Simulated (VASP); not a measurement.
# WSe (P6_3/mmc) in VASP: single point with PBE+U

Aim: the single point of WSe with PBE+U.

Program: VASP 6.6.1. These are calculated values, not measurements. Logs are shortened: lines on timing, memory, paths and dates and some standing lists are left out, and cuts for length are marked.

### 1 The cell of the first run

It takes space group P6_3/mmc (No. 194, hexagonal). Conventional cell: a = 4.068 Å, b = 4.068 Å, c = 6.766 Å, α = 90.00°, β = 90.00°, γ = 120.00°. Within 3.8 Å of W (site symmetry -3m) lie 6 Se at 2.89 Å and 2 W at 3.38 Å. Within 3.8 Å of Se (site symmetry -6m2) lie 6 W at 2.89 Å.

### 2 Single point, PBE+U, collinear spin

INCAR

```
SYSTEM = WSe
  ALGO = Normal
  EDIFF = 1E-7
  ENCUT = 520
  GGA = PE
  ISIF = 2
  ISMEAR = 0
  ISPIN = 2
  LASPH = .TRUE.
  LCHARG = .FALSE.
  LDAU = .TRUE.
  LDAUJ = 0 0
  LDAUL = 2 -1
  LDAUPRINT = 1
  LDAUTYPE = 2
  LDAUU = 6.2 0
  LMAXMIX = 4
  LORBIT = 11
  LREAL = .FALSE.
  LWAVE = .FALSE.
  MAGMOM = 2.5 2.5 0 0
  NBANDS = 32
  NELM = 150
  PREC = Accurate
  SIGMA = 0.1
```

KPOINTS

```
k-points
0
G
  12 12 6
  0 0 0
```

POSCAR

```
WSe
1.0
    4.0679576104      0.0000000000      0.0000000000
   -2.0339788052      3.5229546321      0.0000000000
    0.0000000000      0.0000000000      6.7661319910
W Se
2 2
Direct
    0.0000000000      0.0000000000      0.0000000000
    0.0000000000      0.0000000000      0.5000000000
    0.3333333333      0.6666666667      0.2500000000
    0.6666666667      0.3333333333      0.7500000000
```

Potentials or basis: VASP PAW PBE potentials, release 64 (W_sv, Se).

Run with:

```
> cat potpaw_PBE.64/W_sv/POTCAR potpaw_PBE.64/Se/POTCAR > POTCAR
> mpirun -np 1 vasp_std > vasp.out
```

OUTCAR:

```text
SYSTEM = WSe
   EDIFF = 1E-7
   ENCUT = 520
   GGA = PE
   ISIF = 2
   ISMEAR = 0
   ISPIN = 2
   LASPH = .TRUE.
   LORBIT = 11
   LREAL = .FALSE.
   NELM = 150
   PREC = Accurate

 ion  position               nearest neighbor table
   1  0.000  0.000  0.000-   3 2.89   4 2.89   3 2.89   4 2.89   4 2.89   3 2.89   2 3.38   2 3.38

   2  0.000  0.000  0.500-   3 2.89   4 2.89   3 2.89   4 2.89   4 2.89   3 2.89   1 3.38   1 3.38

   3  0.333  0.667  0.250-   1 2.89   2 2.89   1 2.89   2 2.89   1 2.89   2 2.89
   4  0.667  0.333  0.750-   1 2.89   2 2.89   1 2.89   2 2.89   1 2.89   2 2.89

  LATTYP: Found a hexagonal cell.
 ALAT       =     4.0679576104
 C/A-ratio  =     1.6632749500

  Lattice vectors:

 A1 = (   4.0679576104,   0.0000000000,   0.0000000000)
 A2 = (  -2.0339788052,   3.5229546321,   0.0000000000)
 A3 = (   0.0000000000,   0.0000000000,   6.7661319910)

Analysis of symmetry for initial positions (statically):
=====================================================================
 Subroutine PRICEL returns:
 Original cell was already a primitive cell.

 Routine SETGRP: Setting up the symmetry group for a
 hexagonal supercell.

 Subroutine GETGRP returns: Found 24 space group operations
 (whereof 12 operations were pure point group operations)
 out of a pool of 24 trial point group operations.

The static configuration has the point symmetry D_3d.
 The point group associated with its full space group is D_6h.

Analysis of symmetry for dynamics (positions and initial velocities):
=====================================================================
 Subroutine PRICEL returns:
 Original cell was already a primitive cell.

 Routine SETGRP: Setting up the symmetry group for a
 hexagonal supercell.

 Subroutine GETGRP returns: Found 24 space group operations
 (whereof 12 operations were pure point group operations)
 out of a pool of 24 trial point group operations.

The dynamic configuration has the point symmetry D_3d.
 The point group associated with its full space group is D_6h.

Analysis of structural, dynamic, and magnetic symmetry:
=====================================================================
 Subroutine PRICEL returns:
 Original cell was already a primitive cell.

 Routine SETGRP: Setting up the symmetry group for a
 hexagonal supercell.

 Subroutine GETGRP returns: Found 24 space group operations
 (whereof 12 operations were pure point group operations)
 out of a pool of 24 trial point group operations.

The overall configuration has the point symmetry D_3d.
 The point group associated with its full space group is D_6h.

 Subroutine INISYM returns: Found 24 space group operations
 (whereof 12 operations are pure point group operations),
 and found     1 'primitive' translations

----------------------------------------------------------------------------------------

                                     Primitive cell

  volume of cell :      96.9670

  direct lattice vectors                    reciprocal lattice vectors
     4.067957610  0.000000000  0.000000000     0.245823604  0.141926324  0.000000000
    -2.033978805  3.522954632  0.000000000     0.000000000  0.283852648  0.000000000
     0.000000000  0.000000000  6.766131991     0.000000000  0.000000000  0.147794929

  length of vectors
[... 139 lines left out ...]

spin component  2

  0.0263 -0.0000 -0.0000 -0.0218  0.0000
 -0.0000  0.0446  0.0000  0.0000 -0.0218
 -0.0000  0.0000  0.0188  0.0000 -0.0000
 -0.0218  0.0000  0.0000  0.0446  0.0000
  0.0000 -0.0218 -0.0000  0.0000  0.0263

 occupancies and eigenvectors

  o =  0.0118  v =  0.0000  0.0000  0.0000  0.0000  0.0000  0.0000  0.5535  0.0000  0.0000  0.8329      0.0000  0.0000  0.0000  0.0000  0.0000  0.0000  0.0000  0.0000  0.0000  0.0000
  o =  0.0118  v =  0.0000  0.0000  0.0000  0.0000  0.0000 -0.8329  0.0000 -0.0000 -0.5535  0.0000      0.0000  0.0000  0.0000  0.0000  0.0000  0.0000  0.0000  0.0000  0.0000  0.0000
  o =  0.0188  v =  0.0000  0.0000  0.0000  0.0000  0.0000  0.0000  0.0000 -1.0000  0.0000  0.0000      0.0000  0.0000  0.0000  0.0000  0.0000  0.0000  0.0000  0.0000  0.0000  0.0000
  o =  0.0591  v =  0.0000  0.0000  0.0000  0.0000  0.0000  0.0000 -0.8329 -0.0000 -0.0000  0.5535      0.0000  0.0000  0.0000  0.0000  0.0000  0.0000  0.0000  0.0000  0.0000  0.0000
  o =  0.0591  v =  0.0000  0.0000  0.0000  0.0000  0.0000  0.5535  0.0000 -0.0000 -0.8329  0.0000      0.0000  0.0000  0.0000  0.0000  0.0000  0.0000  0.0000  0.0000  0.0000  0.0000
  o =  0.4936  v =  0.0000 -0.8321  0.0000  0.0000  0.5546  0.0000  0.0000  0.0000  0.0000  0.0000      0.0000  0.0000  0.0000  0.0000  0.0000  0.0000  0.0000  0.0000  0.0000  0.0000
  o =  0.4936  v = -0.5546  0.0000  0.0000  0.8321 -0.0000  0.0000  0.0000  0.0000  0.0000  0.0000      0.0000  0.0000  0.0000  0.0000  0.0000  0.0000  0.0000  0.0000  0.0000  0.0000
  o =  0.7562  v =  0.0000 -0.0000 -1.0000  0.0000 -0.0000  0.0000  0.0000  0.0000  0.0000  0.0000      0.0000  0.0000  0.0000  0.0000  0.0000  0.0000  0.0000  0.0000  0.0000  0.0000
  o =  0.7693  v =  0.0000  0.5546 -0.0000  0.0000  0.8321  0.0000  0.0000  0.0000  0.0000  0.0000      0.0000  0.0000  0.0000  0.0000  0.0000  0.0000  0.0000  0.0000  0.0000  0.0000
  o =  0.7693  v = -0.8321  0.0000 -0.0000 -0.5546  0.0000  0.0000  0.0000  0.0000  0.0000  0.0000      0.0000  0.0000  0.0000  0.0000  0.0000  0.0000  0.0000  0.0000  0.0000  0.0000

atom =   2  type =  1  l = 2

 onsite density matrix

spin component  1

  0.6845  0.0000 -0.0000 -0.1273  0.0000
  0.0000  0.5784  0.0000  0.0000 -0.1273
 -0.0000  0.0000  0.7562  0.0000 -0.0000
 -0.1273  0.0000  0.0000  0.5784 -0.0000
  0.0000 -0.1273 -0.0000 -0.0000  0.6845

spin component  2

  0.0263 -0.0000  0.0000  0.0218 -0.0000
 -0.0000  0.0446 -0.0000  0.0000  0.0218
  0.0000 -0.0000  0.0188 -0.0000 -0.0000
  0.0218  0.0000 -0.0000  0.0446 -0.0000
 -0.0000  0.0218 -0.0000 -0.0000  0.0263

 occupancies and eigenvectors

  o =  0.0118  v =  0.0000  0.0000  0.0000  0.0000  0.0000  0.0000 -0.5535  0.0000  0.0000  0.8329      0.0000  0.0000  0.0000  0.0000  0.0000  0.0000  0.0000  0.0000  0.0000  0.0000
  o =  0.0118  v =  0.0000  0.0000  0.0000  0.0000  0.0000 -0.8329  0.0000  0.0000  0.5535 -0.0000      0.0000  0.0000  0.0000  0.0000  0.0000  0.0000  0.0000  0.0000  0.0000  0.0000
  o =  0.0188  v =  0.0000  0.0000  0.0000  0.0000  0.0000  0.0000  0.0000  1.0000 -0.0000 -0.0000      0.0000  0.0000  0.0000  0.0000  0.0000  0.0000  0.0000  0.0000  0.0000  0.0000
  o =  0.0591  v =  0.0000  0.0000  0.0000  0.0000  0.0000  0.0000 -0.8329  0.0000 -0.0000 -0.5535      0.0000  0.0000  0.0000  0.0000  0.0000  0.0000  0.0000  0.0000  0.0000  0.0000
  o =  0.0591  v =  0.0000  0.0000  0.0000  0.0000  0.0000  0.5535  0.0000  0.0000  0.8329 -0.0000      0.0000  0.0000  0.0000  0.0000  0.0000  0.0000  0.0000  0.0000  0.0000  0.0000
  o =  0.4936  v = -0.0000 -0.8321 -0.0000 -0.0000 -0.5546  0.0000  0.0000  0.0000  0.0000  0.0000      0.0000  0.0000  0.0000  0.0000  0.0000  0.0000  0.0000  0.0000  0.0000  0.0000
  o =  0.4936  v = -0.5546  0.0000  0.0000 -0.8321  0.0000  0.0000  0.0000  0.0000  0.0000  0.0000      0.0000  0.0000  0.0000  0.0000  0.0000  0.0000  0.0000  0.0000  0.0000  0.0000
  o =  0.7562  v = -0.0000  0.0000 -1.0000  0.0000 -0.0000  0.0000  0.0000  0.0000  0.0000  0.0000      0.0000  0.0000  0.0000  0.0000  0.0000  0.0000  0.0000  0.0000  0.0000  0.0000
  o =  0.7693  v =  0.0000 -0.5546 -0.0000 -0.0000  0.8321  0.0000  0.0000  0.0000  0.0000  0.0000      0.0000  0.0000  0.0000  0.0000  0.0000  0.0000  0.0000  0.0000  0.0000  0.0000
  o =  0.7693  v =  0.8321  0.0000  0.0000 -0.5546 -0.0000  0.0000  0.0000  0.0000  0.0000  0.0000      0.0000  0.0000  0.0000  0.0000  0.0000  0.0000  0.0000  0.0000  0.0000  0.0000

 number of electron      40.0000002 magnetization       7.8864940

 Free energy of the ion-electron system (eV)
  ---------------------------------------------------
  ext. energy  EPLUGINS =         0.00000000
  ---------------------------------------------------
  free energy    TOTEN  =       -18.49816027 eV

  energy without entropy =      -18.48809035  energy(sigma->0) =      -18.49312531

 E-fermi :   6.2993     XC(G=0): -10.1939

 val. band max:        6.2914719661   @ k =   0.1667   0.0833   0.3333
 cond. band min:       6.3012243868   @ k =   0.3333   0.2500   0.1667
 fundamental gap:      0.0097524207
 Fermi energy:         6.2993004444

 spin component 1

 k-point     1 :       0.0000    0.0000    0.0000
  band No.  band energies     occupation
      1     -68.8703      1.00000
      2     -68.8670      1.00000
      3     -33.4375      1.00000
      4     -33.3330      1.00000
      5     -33.3330      1.00000
      6     -33.3272      1.00000
[... 1673 lines left out ...]
     31      13.4432      0.00000
     32      13.8486      0.00000

 [... further k-points ...]
[... 5 lines left out ...]
  --------------------------------------------------------------------------------------
  -------------------------------------------------------------------------------------
  Total       -1.6071954     -1.6071954     -1.5931858      0.0000000     -0.0000000      0.0000000
  in kB      -26.5555521    -26.5555521    -26.3240723      0.0000000     -0.0000000      0.0000000
  external PRESSURE =     -26.4783922 kB  Pullay stress =       0.0000000 kB

 VOLUME and BASIS-vectors are now :
 -----------------------------------------------------------------------------
  energy-cutoff  :      520.00
  volume of cell :       96.97
      direct lattice vectors                 reciprocal lattice vectors
     4.067957610  0.000000000  0.000000000     0.245823604  0.141926324  0.000000000
    -2.033978805  3.522954632  0.000000000     0.000000000  0.283852648  0.000000000
     0.000000000  0.000000000  6.766131991     0.000000000  0.000000000  0.147794929

 POSITION                                       TOTAL-FORCE (eV/Angst)
 -----------------------------------------------------------------------------------
      0.00000      0.00000      0.00000        -0.000000      0.000000      0.000000
      0.00000      0.00000      3.38307        -0.000000      0.000000      0.000000
     -0.00000      2.34864      1.69153         0.000000      0.000000      0.000000
      2.03398      1.17432      5.07460        -0.000000     -0.000000      0.000000
 -----------------------------------------------------------------------------------
    total drift:                               -0.000000      0.000000      0.000000

  FREE ENERGIE OF THE ION-ELECTRON SYSTEM (eV)
  ---------------------------------------------------
  free  energy   TOTEN  =       -18.4981602702 eV

  energy  without entropy=      -18.4880903503  energy(sigma->0) =      -18.49312531

 total charge

# of ion       s       p       d       tot
------------------------------------------
    1        2.261   6.078   3.403  11.742
    2        2.261   6.078   3.403  11.742
    3        1.467   2.307   0.041   3.815
    4        1.467   2.307   0.041   3.815
--------------------------------------------------
tot          7.456  16.770   6.887  31.114

 magnetization (x)

# of ion       s       p       d       tot
------------------------------------------
    1        0.105   0.032   3.089   3.226
    2        0.105   0.032   3.089   3.226
    3        0.031  -0.164   0.031  -0.102
    4        0.031  -0.164   0.031  -0.102
--------------------------------------------------
tot          0.274  -0.266   6.241   6.248
```

It took 5.8 min on 1 thread of Intel Xeon Platinum 8488C (Sapphire Rapids), shared host; peak memory 0.47 GiB.

What came out:

```
Free energy                                           : -18.4982 eV
Pressure                                              : -2.6 GPa
Net moment                                            : 7.89 μB per cell
Site moments                                          : W +3.23; Se -0.10 μB
Valence electrons inside the program's atomic spheres : W 11.74; Se 3.81
```

Levels at points of the mesh, in eV from the Fermi level:
Spin up:
```
           k point  band 20  band 21  band 22  band 23  band 24  band 25  band 26  band 27  band 28  band 29
(0.00, 0.00, 0.00)    -2.64    -2.64    -1.58    -1.20    -1.20    -0.83     1.32     2.08     2.08     4.85
(0.50, 0.00, 0.00)    -2.47    -2.28    -1.80    -1.14    -0.43     0.34     1.77     2.19     3.13     3.40
(0.00, 0.00, 0.50)    -3.06    -3.06    -3.06     0.59     0.59     0.59     0.59     1.60     1.60     4.96
(0.50, 0.00, 0.50)    -2.36    -2.23    -2.23     0.06     0.06     0.24     0.24     1.28     1.28     5.99
```
Spin down:
| k point | band 12 | band 13 | band 14 | band 15 | band 16 | band 17 | band 18 | band 19 | band 20 | band 21 |
| --- | --- | --- | --- | --- | --- | --- | --- | --- | --- | --- |
| (0.00, 0.00, 0.00) | -3.90 | -3.90 | -2.73 | -2.68 | -2.68 | -0.26 | 0.43 | 1.56 | 1.56 | 1.76 |
| (0.50, 0.00, 0.00) | -5.04 | -4.45 | -4.42 | -3.99 | -3.71 | -0.35 | 1.17 | 2.79 | 3.05 | 3.22 |
| (0.00, 0.00, 0.50) | -5.10 | -3.39 | -3.39 | -3.39 | -3.39 | 0.96 | 0.96 | 2.29 | 2.29 | 2.29 |
| (0.50, 0.00, 0.50) | -6.08 | -4.00 | -4.00 | -3.85 | -3.85 | 0.86 | 0.86 | 1.63 | 1.63 | 3.54 |

Eigenvalues of the final occupation matrices:
```csv
site,spin,trace,eigenvalues
site 1 d,1,3.28,0.49 0.49 0.76 0.77 0.77
site 1 d,2,0.16,0.01 0.01 0.02 0.06 0.06
site 2 d,1,3.28,0.49 0.49 0.76 0.77 0.77
site 2 d,2,0.16,0.01 0.01 0.02 0.06 0.06
```

Caveat: spin-orbit coupling is left out, which moves the levels of the heavy elements.
